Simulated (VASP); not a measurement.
# Mg4H in VASP: single point with PBEsol

Aim: the single point of Mg4H with PBEsol.

Program: VASP 6.6.1. These are calculated values, not measurements. Logs are shortened: lines on timing, memory, paths and dates and some standing lists are left out, and cuts for length are marked.

## (1) The cell of the first run

The cell holds a slab with vacuum, 5 atoms: a = 3.184 Å, b = 3.184 Å, c = 26.708 Å, α = 90.00°, β = 90.00°, γ = 120.00°.

## (2) Single point, PBEsol

Input file INCAR:

```
SYSTEM = Mg4H
PREC = Accurate
ENCUT = 520
EDIFF = 1E-6
ISMEAR = 0
SIGMA = 0.1
LREAL = .False.
LASPH = .True.
NELM = 60
ALGO = Normal
ISIF = 2
LWAVE = .False.
LCHARG = .False.
LDIPOL = .True.
IDIPOL = 3
DIPOL = 0.5 0.5 0.502
GGA = PS
NBANDS = 12
```

Input file KPOINTS:

```
regular mesh
0
Gamma
  9 9 1
  0 0 0
```

Input file POSCAR:

```
Mg4H
1.0
    3.1837023370      0.0000000000      0.0000000000
   -1.5918511685      2.7571671019      0.0000000000
    0.0000000000      0.0000000000     26.7081898776
Mg H
4 1
Direct
    0.6666666667      0.3333333333      0.3182544395
    0.3333333333      0.6666666667      0.4146106426
    0.6666666667      0.3333333333      0.5090329198
    0.3333333333      0.6666666667      0.6065324327
    0.3333333333      0.9166666667      0.6633176415
```

Potentials or basis: VASP PAW PBE potentials, release 64 (Mg, H).

On the command line:

```bash
$ cat potpaw_PBE.64/Mg/POTCAR potpaw_PBE.64/H/POTCAR > POTCAR
$ mpirun -np 1 vasp_std > vasp.out
```

OUTCAR:

```text
SYSTEM = Mg4H
   PREC = Accurate
   ENCUT = 520
   EDIFF = 1E-6
   ISMEAR = 0
   LREAL = .False.
   LASPH = .True.
   NELM = 60
   ISIF = 2
   GGA = PS

 ion  position               nearest neighbor table
   1  0.667  0.333  0.318-   2 3.16   2 3.16   2 3.16
   2  0.333  0.667  0.415-   3 3.12   3 3.12   3 3.12   1 3.16   1 3.16   1 3.16
   3  0.667  0.333  0.509-   2 3.12   2 3.12   2 3.12   4 3.19   4 3.19   4 3.19
   4  0.333  0.667  0.607-   5 1.71   3 3.19   3 3.19   3 3.19
   5  0.333  0.917  0.663-   4 1.71

  LATTYP: Found a hexagonal cell.
 ALAT       =     3.1837023370
 C/A-ratio  =     8.3890348564

  Lattice vectors:

 A1 = (   3.1837023370,   0.0000000000,   0.0000000000)
 A2 = (  -1.5918511685,   2.7571671019,   0.0000000000)
 A3 = (   0.0000000000,   0.0000000000,  26.7081898776)

Analysis of symmetry for initial positions (statically):
=====================================================================
 Subroutine PRICEL returns:
 Original cell was already a primitive cell.

 Routine SETGRP: Setting up the symmetry group for a
 hexagonal supercell.

 Subroutine GETGRP returns: Found  1 space group operations
 (whereof  1 operations were pure point group operations)
 out of a pool of 24 trial point group operations.

The static configuration has the point symmetry C_1 .

Analysis of symmetry for dynamics (positions and initial velocities):
=====================================================================
 Subroutine PRICEL returns:
 Original cell was already a primitive cell.

 Routine SETGRP: Setting up the symmetry group for a
 hexagonal supercell.

 Subroutine GETGRP returns: Found  1 space group operations
 (whereof  1 operations were pure point group operations)
 out of a pool of 24 trial point group operations.

The dynamic configuration has the point symmetry C_1 .

 Subroutine INISYM returns: Found  1 space group operations
 (whereof  1 operations are pure point group operations),
 and found     1 'primitive' translations

----------------------------------------------------------------------------------------

                                     Primitive cell

  volume of cell :     234.4445

  direct lattice vectors                    reciprocal lattice vectors
     3.183702337  0.000000000  0.000000000     0.314099716  0.181345556  0.000000000
    -1.591851169  2.757167102  0.000000000     0.000000000  0.362691111  0.000000000
     0.000000000  0.000000000 26.708189878     0.000000000  0.000000000  0.037441699

  length of vectors
     3.183702337  3.183702337 26.708189878     0.362691111  0.362691111  0.037441699

  position of ions in fractional coordinates (direct lattice)
     0.666666667  0.333333333  0.318254440
     0.333333333  0.666666667  0.414610643
     0.666666667  0.333333333  0.509032920
     0.333333333  0.666666667  0.606532433
     0.333333333  0.916666667  0.663317642

  ion indices of the primitive-cell ions
   primitive index   ion index
                 1           1
                 2           2
                 3           3
                 4           4
                 5           5

----------------------------------------------------------------------------------------

 KPOINTS: regular mesh

Automatic generation of k-mesh.
 Grid dimensions read from file:
 generate k-points for:    9    9    1

 Generating k-lattice:

  Cartesian coordinates                     Fractional coordinates (reciprocal lattice)
     0.034899968  0.020149506  0.000000000     0.111111111  0.000000000  0.000000000
     0.000000000  0.040299012  0.000000000     0.000000000  0.111111111  0.000000000
     0.000000000  0.000000000  0.037441699     0.000000000  0.000000000  1.000000000

  Length of vectors
     0.040299012  0.040299012  0.037441699

  Shift w.r.t. Gamma in fractional coordinates (k-lattice)
     0.000000000  0.000000000  0.000000000

 Subroutine IBZKPT returns following result:
 ===========================================

 Found     41 irreducible k-points:

 Following reciprocal coordinates:
            Coordinates               Weight
  0.000000  0.000000  0.000000      1.000000
  0.111111  0.000000  0.000000      2.000000
  0.000000  0.111111  0.000000      2.000000
 -0.111111  0.111111  0.000000      2.000000
  0.222222 -0.000000  0.000000      2.000000
  0.000000  0.222222  0.000000      2.000000
[... 16 lines left out ...]
  0.333333  0.111111  0.000000      2.000000
 -0.111111  0.444444  0.000000      2.000000
 [... further k-points ...]
   k-points           NKPTS =     41   k-points in BZ     NKDIM =     41   number of bands    NBANDS=     12
   number of dos      NEDOS =    301   number of ions     NIONS =      5
   total plane-waves  NPLWV = 115200
   dimension x,y,z NGX =    24 NGY =   24 NGZ =  200
   dimension x,y,z NGXF=    48 NGYF=   48 NGZF=  400
   ions per type =               4   1
   NGX,Y,Z   is equivalent  to a cutoff of  12.53, 12.53, 12.45 a.u.
   NGXF,Y,Z  is equivalent  to a cutoff of  25.06, 25.06, 24.90 a.u.
 SYSTEM =  Mg4H
   PREC   = accura    normal or accurate (medium, high low for compatibility)
   ISTART =      0    job   : 0-new  1-cont  2-samecut
   ICHARG =      2    charge: 1-file 2-atom 10-const
   ISPIN  =      1    spin polarized calculation?
   LNONCOLLINEAR =      F non collinear calculations
   LSORBIT =      F    spin-orbit coupling
   LASPH  =      T    aspherical Exc in radial PAW
   ENCUT  =  520.0 eV  38.22 Ry    6.18 a.u.   5.92  5.92 49.66*2*pi/ulx,y,z
   NELM   =     60;   NELMIN=  2; NELMDL= -5     # of ELM steps
   EDIFF  = 0.1E-05   stopping-criterion for ELM
   LREAL  =      F    real-space projection
   EDIFFG = 0.1E-04   stopping-criterion for IOM
   NSW    =      0    number of steps for IOM
   IBRION =     -1    ionic relax: 0-MD 1-quasi-New 2-CG
   NFREE  =      0    steps in history (QN), initial steepest desc. (CG)
   ISIF   =      2    stress and relaxation
   ISYM   =      2    0-nonsym 1-usesym 2-fastsym
   POTIM  = 0.5000    time-step for ionic-motion
   TEBEG  =    0.0;   TEEND  =   0.0 temperature during run
   PSTRESS=    0.0 pullay stress
   NELECT =       9.0000    total number of electrons
   NUPDOWN=      -1.0000    fix difference up-down
   EMIN   =  10.00;   EMAX   =-10.00  energy-range for DOS
   EFERMI =   0.00;   METHOD = LEGACY
   ISMEAR =     0;   SIGMA  =   0.10  broadening in eV -4-tet -1-fermi 0-gaus
   EFERMI_NEDOS =   21; number of points for ismear=-14 and -15
   IALGO  =     38    algorithm
   IMIX   =      4    mixing-type and parameters
     AMIX     =   0.40;   BMIX     =  1.00
     AMIX_MAG =   1.60;   BMIX_MAG =  1.00
  volume/ion in A,a.u.               =      46.89       316.42
  Fermi-wavevector in a.u.,A,eV,Ry     =   0.552258  1.043617  4.149632  0.304989
  Thomas-Fermi vector in A             =   1.584620
   LORBIT       =      0    0 simple, 1 ext, 2 COOP (PROOUT), +10 PAW based schemes
   GGA     = PS    functional components
   LHFCALC =     F    Hartree Fock is set to
   AEXX    =    0.0000 exact exchange contribution
   IVDW    =     0    specifies the selected vdW correction
   LEPSILON=     F    determine dielectric tensor
   LRPA    =     F    only Hartree local field effects (RPA)
 non-spin polarized calculation
 Gauss-broadening in eV      SIGMA  =   0.10
  energy-cutoff  :      520.00
  volume of cell :      234.44
 maximum number of plane-waves:      6354
   NGX = 11   NGY = 11   NGZ = 99

 number of electron       9.0000000 magnetization

 dipolmoment           0.000000      0.000000      0.109373 electrons x Angstroem

 Free energy of the ion-electron system (eV)
  ---------------------------------------------------
  ext. energy  EPLUGINS =         0.00000000
  ---------------------------------------------------
  free energy    TOTEN  =        -8.87142475 eV

  energy without entropy =       -8.86289405  energy(sigma->0) =       -8.86715940

 E-fermi :  -2.0439     XC(G=0):  -4.0677

 val. band max:       -2.1183165111   @ k =  -0.2222   0.3333   0.0000
 cond. band min:      -1.9246552318   @ k =   0.3333   0.2222   0.0000
 fundamental gap:      0.1936612793
 Fermi energy:        -2.0439404846

 k-point     1 :       0.0000    0.0000    0.0000
  band No.  band energies     occupation
      1      -8.7176      2.00000
      2      -7.9779      2.00000
      3      -6.8684      2.00000
      4      -5.3502      2.00000
      5      -3.6076      2.00000
      6      -1.2931      0.00000
      7       0.7722      0.00000
      8       2.0090      0.00000
      9       3.0189      0.00000
     10       3.9511      0.00000
     11       4.2182      0.00000
     12       5.5085      0.00000

 k-point     2 :       0.1111    0.0000    0.0000
  band No.  band energies     occupation
      1      -8.4742      2.00000
      2      -7.7392      2.00000
      3      -6.6375      2.00000
      4      -5.1303      2.00000
      5      -3.3910      2.00000
      6      -1.0846      0.00000
      7       0.9836      0.00000
      8       2.2339      0.00000
      9       3.2461      0.00000
     10       4.1661      0.00000
     11       4.4253      0.00000
     12       5.5992      0.00000
[... 301 lines left out ...]
 k-point    23 :       0.3333    0.1111    0.0000
  band No.  band energies     occupation
      1      -5.6159      2.00000
      2      -4.9890      2.00000
      3      -4.0564      2.00000
      4      -2.7752      2.00000
      5      -1.6295      0.00000
      6      -0.7820      0.00000
      7      -0.4202      0.00000
      8       0.5500      0.00000
      9       1.4292      0.00000
     10       2.2108      0.00000
     11       3.1587      0.00000
     12       3.5090      0.00000

 k-point    24 :      -0.1111    0.4444    0.0000
  band No.  band energies     occupation
      1      -5.6174      2.00000
      2      -4.9983      2.00000
      3      -4.0673      2.00000
      4      -2.7551      2.00000
      5      -1.5671      0.00000
      6      -0.7429      0.00000
      7      -0.4488      0.00000
      8       0.6852      0.00000
      9       1.3769      0.00000
     10       2.3135      0.00000
     11       2.7981      0.00000
     12       3.4567      0.00000

 [... further k-points ...]

------------------------ aborting loop because EDIFF is reached ----------------------------------------

 vacuum level on the upper side and lower side of the slab       (xc-potential included)         0.965        -1.207

  FORCE on cell =-STRESS in cart. coord.  units (eV):
  Direction    XX          YY          ZZ          XY          YZ          ZX
  --------------------------------------------------------------------------------------
  -------------------------------------------------------------------------------------
  Total       -0.2655387     -0.2437993     -0.0421483      0.0244667      0.9148982     -0.5042921
  in kB       -1.8146731     -1.6661073     -0.2880388      0.1672040      6.2523509     -3.4462972
  external PRESSURE =      -1.2562731 kB  Pullay stress =       0.0000000 kB

 VOLUME and BASIS-vectors are now :
 -----------------------------------------------------------------------------
  energy-cutoff  :      520.00
  volume of cell :      234.44
      direct lattice vectors                 reciprocal lattice vectors
     3.183702337  0.000000000  0.000000000     0.314099716  0.181345556  0.000000000
    -1.591851169  2.757167102  0.000000000     0.000000000  0.362691111  0.000000000
     0.000000000  0.000000000 26.708189878     0.000000000  0.000000000  0.037441699

 POSITION                                       TOTAL-FORCE (eV/Angst)
 -----------------------------------------------------------------------------------
      1.59185      0.91906      8.50000        -0.004960      0.002277     -0.029437
     -0.00000      1.83811     11.07350        -0.005376      0.004468     -0.007162
      1.59185      0.91906     13.59535         0.000299      0.012718      0.118301
     -0.00000      1.83811     16.19938         0.385409     -0.671234     -0.088101
     -0.39796      2.52740     17.71601        -0.375372      0.651771      0.006398
 -----------------------------------------------------------------------------------
    total drift:                                0.000080     -0.000091     -0.000001

  FREE ENERGIE OF THE ION-ELECTRON SYSTEM (eV)
  ---------------------------------------------------
  free  energy   TOTEN  =        -8.8714247535 eV

  energy  without entropy=       -8.8628940521  energy(sigma->0) =       -8.86715940

 vacuum level on the upper side and lower side of the slab         3.982         1.769
```

It took 3.1 min on 1 thread of AMD EPYC 7R13 (Zen 3), shared host; peak memory 0.36 GiB.

What came out:

- Free energy: -8.8714 eV
- Largest force: 0.779 eV/Å

Forces in eV/Å, atoms in the order of the input:
```
Mg  -0.005  0.002 -0.029
Mg  -0.005  0.004 -0.007
Mg   0.000  0.013  0.118
Mg   0.385 -0.671 -0.088
H   -0.375  0.652  0.006
```

Caveat: the PAW data sets were made with another functional, which shifts forces and pressure a little.
